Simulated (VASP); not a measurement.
# BiB (zincblende type) (F-43m) in VASP: a series of runs

Runs on BiB (zincblende type). Level: PBE. Tasks: single point.

Program: VASP 6.6.1. These are calculated values, not measurements. Logs are shortened: lines on timing, memory, paths and dates and some standing lists are left out, and cuts for length are marked.

**1. The cell of the first run**

Symmetry: F-43m, No. 216, cubic system. Conventional cell: a = 5.561 Å, b = 5.561 Å, c = 5.561 Å, α = 90.00°, β = 90.00°, γ = 90.00°. B (site symmetry -43m) has 4 Bi at 2.41 Å within 3.2 Å. Bi (site symmetry -43m) has 4 B at 2.41 Å within 3.2 Å.

**2. Single point, PBE (volume scaled by 1.02)**

File INCAR:

```
SYSTEM = BiB
PREC = Accurate ; ENCUT = 520
EDIFF = 1E-6 ; ISMEAR = -1
SIGMA = 0.05 ; LREAL = .False.
LASPH = .True. ; NELM = 60
ALGO = Normal ; ISIF = 2
LWAVE = .False. ; LCHARG = .False.
GGA = PE ; NBANDS = 16
```

File KPOINTS:

```
regular mesh
0
Gamma
  11 11 11
  0 0 0
```

File POSCAR:

```
BiB
1.0
    0.0000000000      2.7802796482      2.7802796482
    2.7802796482      0.0000000000      2.7802796482
    2.7802796482      2.7802796482      0.0000000000
B Bi
1 1
Direct
    0.0000000000      0.0000000000      0.0000000000
    0.2500000000      0.2500000000      0.2500000000
```

Potentials or basis: VASP PAW PBE potentials, release 64 (B, Bi_d).

Run with:

```
> cat potpaw_PBE.64/B/POTCAR potpaw_PBE.64/Bi_d/POTCAR > POTCAR
> mpirun -np 1 vasp_std > vasp.out
```

OUTCAR:

```text
SYSTEM = BiB
   PREC = Accurate
   ENCUT = 520
   EDIFF = 1E-6
   ISMEAR = -1
   LREAL = .False.
   LASPH = .True.
   NELM = 60
   ISIF = 2
   GGA = PE

 ion  position               nearest neighbor table
   1  0.000  0.000  0.000-   2 2.41   2 2.41   2 2.41   2 2.41
   2  0.250  0.250  0.250-   1 2.41   1 2.41   1 2.41   1 2.41

  LATTYP: Found a face centered cubic cell.
 ALAT       =     5.5605592964

  Lattice vectors:

 A1 = (   0.0000000000,   2.7802796482,   2.7802796482)
 A2 = (   2.7802796482,   0.0000000000,   2.7802796482)
 A3 = (   2.7802796482,   2.7802796482,   0.0000000000)

Analysis of symmetry for initial positions (statically):
=====================================================================
 Subroutine PRICEL returns:
 Original cell was already a primitive cell.

 Routine SETGRP: Setting up the symmetry group for a
 face centered cubic supercell.

 Subroutine GETGRP returns: Found 24 space group operations
 (whereof 24 operations were pure point group operations)
 out of a pool of 48 trial point group operations.

The static configuration has the point symmetry T_d .

Analysis of symmetry for dynamics (positions and initial velocities):
=====================================================================
 Subroutine PRICEL returns:
 Original cell was already a primitive cell.

 Routine SETGRP: Setting up the symmetry group for a
 face centered cubic supercell.

 Subroutine GETGRP returns: Found 24 space group operations
 (whereof 24 operations were pure point group operations)
 out of a pool of 48 trial point group operations.

The dynamic configuration has the point symmetry T_d .

 Subroutine INISYM returns: Found 24 space group operations
 (whereof 24 operations are pure point group operations),
 and found     1 'primitive' translations

----------------------------------------------------------------------------------------

                                     Primitive cell

  volume of cell :      42.9829

  direct lattice vectors                    reciprocal lattice vectors
     0.000000000  2.780279648  2.780279648    -0.179838025  0.179838025  0.179838025
     2.780279648  0.000000000  2.780279648     0.179838025 -0.179838025  0.179838025
     2.780279648  2.780279648  0.000000000     0.179838025  0.179838025 -0.179838025
[... 74 lines left out ...]
 SYSTEM =  BiB
   PREC   = accura    normal or accurate (medium, high low for compatibility)
   ISTART =      0    job   : 0-new  1-cont  2-samecut
   ICHARG =      2    charge: 1-file 2-atom 10-const
   ISPIN  =      1    spin polarized calculation?
   LNONCOLLINEAR =      F non collinear calculations
   LSORBIT =      F    spin-orbit coupling
   LASPH  =      T    aspherical Exc in radial PAW
   ENCUT  =  520.0 eV  38.22 Ry    6.18 a.u.   7.31  7.31  7.31*2*pi/ulx,y,z
   NELM   =     60;   NELMIN=  2; NELMDL= -5     # of ELM steps
   EDIFF  = 0.1E-05   stopping-criterion for ELM
   LREAL  =      F    real-space projection
   EDIFFG = 0.1E-04   stopping-criterion for IOM
   NSW    =      0    number of steps for IOM
   IBRION =     -1    ionic relax: 0-MD 1-quasi-New 2-CG
   NFREE  =      0    steps in history (QN), initial steepest desc. (CG)
   ISIF   =      2    stress and relaxation
   ISYM   =      2    0-nonsym 1-usesym 2-fastsym
   POTIM  = 0.5000    time-step for ionic-motion
   TEBEG  =    0.0;   TEEND  =   0.0 temperature during run
   PSTRESS=    0.0 pullay stress
   NELECT =      18.0000    total number of electrons
   NUPDOWN=      -1.0000    fix difference up-down
   EMIN   =  10.00;   EMAX   =-10.00  energy-range for DOS
   EFERMI =   0.00;   METHOD = LEGACY
   ISMEAR =    -1;   SIGMA  =   0.05  broadening in eV -4-tet -1-fermi 0-gaus
   EFERMI_NEDOS =   21; number of points for ismear=-14 and -15
   IALGO  =     38    algorithm
   IMIX   =      4    mixing-type and parameters
     AMIX     =   0.40;   BMIX     =  1.00
     AMIX_MAG =   1.60;   BMIX_MAG =  1.00
  volume/ion in A,a.u.               =      21.49       145.03
  Fermi-wavevector in a.u.,A,eV,Ry     =   1.224806  2.314547 20.410765  1.500149
  Thomas-Fermi vector in A             =   2.359867
   LORBIT       =      0    0 simple, 1 ext, 2 COOP (PROOUT), +10 PAW based schemes
   GGA     = PE    functional components
   LHFCALC =     F    Hartree Fock is set to
   AEXX    =    0.0000 exact exchange contribution
   IVDW    =     0    specifies the selected vdW correction
   LEPSILON=     F    determine dielectric tensor
   LRPA    =     F    only Hartree local field effects (RPA)
 non-spin polarized calculation
  energy-cutoff  :      520.00
  volume of cell :       42.98
 maximum number of plane-waves:      1179
 NGX is ok and might be reduce to    30
   NGX = 15   NGY = 15   NGZ = 15

 number of electron      18.0000006 magnetization

 Free energy of the ion-electron system (eV)
  ---------------------------------------------------
  ext. energy  EPLUGINS =         0.00000000
  ---------------------------------------------------
  free energy    TOTEN  =        -8.99567639 eV

  energy without entropy =       -8.99540277  energy(sigma->0) =       -8.99553958

 E-fermi :   6.7335     XC(G=0):  -9.8507

 val. band max:        6.6776287796   @ k =   0.0000   0.0000   0.0000
 cond. band min:       6.9615290234   @ k =   0.4545   0.0000   0.0000
 fundamental gap:      0.2839002438
 Fermi energy:         6.7335023273

 k-point     1 :       0.0000    0.0000    0.0000
  band No.  band energies     occupation
      1     -16.3770      2.00000
      2     -16.3770      2.00000
      3     -16.3770      2.00000
      4     -16.3054      2.00000
      5     -16.3054      2.00000
      6      -7.1564      2.00000
[... 433 lines left out ...]
      3     -16.3548      2.00000
      4     -16.3083      2.00000
      5     -16.2953      2.00000
      6      -6.1334      2.00000
[... 8 lines left out ...]
     15      16.1276      0.00000
     16      16.4353      0.00000

 [... further k-points ...]
[... 5 lines left out ...]
  --------------------------------------------------------------------------------------
  -------------------------------------------------------------------------------------
  Total       -0.3919312     -0.3919312     -0.3919312      0.0000000      0.0000000     -0.0000000
  in kB      -14.6091528    -14.6091528    -14.6091528      0.0000000      0.0000000     -0.0000000
  external PRESSURE =     -14.6091528 kB  Pullay stress =       0.0000000 kB

 VOLUME and BASIS-vectors are now :
 -----------------------------------------------------------------------------
  energy-cutoff  :      520.00
  volume of cell :       42.98
      direct lattice vectors                 reciprocal lattice vectors
     0.000000000  2.780279648  2.780279648    -0.179838025  0.179838025  0.179838025
     2.780279648  0.000000000  2.780279648     0.179838025 -0.179838025  0.179838025
     2.780279648  2.780279648  0.000000000     0.179838025  0.179838025 -0.179838025

 POSITION                                       TOTAL-FORCE (eV/Angst)
 -----------------------------------------------------------------------------------
      0.00000      0.00000      0.00000        -0.000000      0.000000      0.000000
      1.39014      1.39014      1.39014         0.000000     -0.000000     -0.000000
 -----------------------------------------------------------------------------------
    total drift:                                0.000000      0.000000      0.000000

  FREE ENERGIE OF THE ION-ELECTRON SYSTEM (eV)
  ---------------------------------------------------
  free  energy   TOTEN  =        -8.9956763881 eV

  energy  without entropy=       -8.9954027673  energy(sigma->0) =       -8.99553958
```

OSZICAR:

```text
N       E                     dE             d eps       ncg     rms          rms(c)
DAV:   1     0.132185681937E+03    0.13219E+03   -0.99036E+03  1792   0.131E+03
DAV:   2    -0.789545888116E+00   -0.13298E+03   -0.12906E+03  1960   0.338E+02
DAV:   3    -0.943752757710E+01   -0.86480E+01   -0.86039E+01  2232   0.851E+01
DAV:   4    -0.963534608973E+01   -0.19782E+00   -0.19777E+00  2352   0.140E+01
DAV:   5    -0.964250514988E+01   -0.71591E-02   -0.71590E-02  2504   0.237E+00    0.364E+00
DAV:   6    -0.901065927202E+01    0.63185E+00   -0.13340E+00  2440   0.780E+00    0.135E+00
DAV:   7    -0.899671556002E+01    0.13944E-01   -0.15930E-01  2088   0.196E+00    0.717E-01
DAV:   8    -0.899566389551E+01    0.10517E-02   -0.19605E-02  2480   0.137E+00    0.104E-01
DAV:   9    -0.899552443910E+01    0.13946E-03   -0.24153E-03  2328   0.538E-01    0.512E-02
DAV:  10    -0.899564305490E+01   -0.11862E-03   -0.32281E-04  2168   0.161E-01    0.244E-02
DAV:  11    -0.899567683080E+01   -0.33776E-04   -0.74436E-05  2096   0.839E-02    0.779E-03
DAV:  12    -0.899567638812E+01    0.44268E-06   -0.47208E-06  2360   0.163E-02
   1 F= -.89956764E+01 E0= -.89955396E+01  d E =-.273621E-03
```

It used 64 s of CPU time on 1 thread of AMD EPYC 7R13 Processor (Zen 3) (shared host).

Results:

```
Free energy            : -8.9957 eV
Pressure               : -1.5 GPa
Band gap on the k mesh : zero (filled and empty bands touch)
```

Caveat: spin-orbit coupling is left out, which moves the levels of the heavy elements.

**3. Single point, PBE (volume scaled by 1.06)**

File INCAR:

```
PREC = Accurate
ENCUT = 520
EDIFF = 1E-6
ISMEAR = -1
SIGMA = 0.05
LREAL = F
LASPH = T
NELM = 80
ALGO = Normal
ISIF = 2
LWAVE = F
LCHARG = F
GGA = PE
NBANDS = 16
```

File KPOINTS:

```
regular mesh
0
Gamma
  11 11 11
```

File POSCAR:

```
BiB
1.0
    0.0000000000      2.8161581815      2.8161581815
    2.8161581815      0.0000000000      2.8161581815
    2.8161581815      2.8161581815      0.0000000000
B Bi
1 1
Direct
    0.0000000000      0.0000000000      0.0000000000
    0.2500000000      0.2500000000      0.2500000000
```

Potentials or basis: VASP PAW PBE potentials, release 64 (B, Bi_d).

Run with:

```
> cat potpaw_PBE.64/B/POTCAR potpaw_PBE.64/Bi_d/POTCAR > POTCAR
> mpirun -np 1 vasp_std > vasp.out
```

It used 66 s of CPU time on 1 thread of AMD EPYC 7R13 Processor (Zen 3), on a shared host.

Results (log left out):

| Property | Result |
| --- | --- |
| Free energy | -8.9685 eV |
| Pressure | -3.8 GPa |
| Band gap on the k mesh | zero (filled and empty bands touch) |

Levels at points of the mesh, in eV from the Fermi level:
| k point | band 7 | band 8 | band 9 | band 10 | band 11 | band 12 |
| --- | --- | --- | --- | --- | --- | --- |
| (0.00, 0.00, 0.00) | -0.31 | -0.02 | -0.02 | -0.02 | 2.68 | 2.68 |

Caveat: spin-orbit coupling is left out, which moves the levels of the heavy elements.
